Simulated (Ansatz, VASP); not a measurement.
Two plane-wave programs on BaTe

```
Ba Te
1.0
     4.26247    0.00000    0.00000
     0.00000    4.26247    0.00000
     0.00000    0.00000    4.15590
Ba Te
1 1
Direct
  0.00000 0.00000 0.00000
  0.50000 0.50000 0.50000
```

Change from the starting cell: strain -0.0250 x Voigt [0, 0, 1, 0, 0, 0], atoms carried along.

Alike in both runs: task single point; functional LDA; k mesh 6 × 6 × 6; occupations gaussian, width 0.05 eV; no spin polarisation.

|  | VASP | Ansatz |
| --- | --- | --- |
| version | VASP 6.6.1 | Ansatz 0.2.0 |
| potentials or method | VASP PAW LDA potentials, release 64 (Ba_sv, Te), cutoff 520 eV | scalar-relativistic, plane waves, PAW |
| valence electrons in the cell | 16 | 26 |

|  | VASP | Ansatz | Ansatz less VASP |
| --- | --- | --- | --- |
| gap on the k mesh at the Fermi level (eV) | 0.45 | 0.57 | +0.115 |
| least direct gap on the mesh (eV) | 0.60 | 0.71 | +0.107 |
| pressure (GPa) | -2.1 | -2.7 | -0.53 |
| traceless stress, the component that is largest in VASP (GPa) | 1.24 | 1.24 | -0.003 |

LDA's correlation is that of Perdew and Zunger in VASP and of Perdew and Wang (1992) in Ansatz. VASP's potentials hold 16 valence electrons a cell and Ansatz's 26, so a difference there can come from the potentials and not from the codes.

Spin-orbit coupling is off throughout.
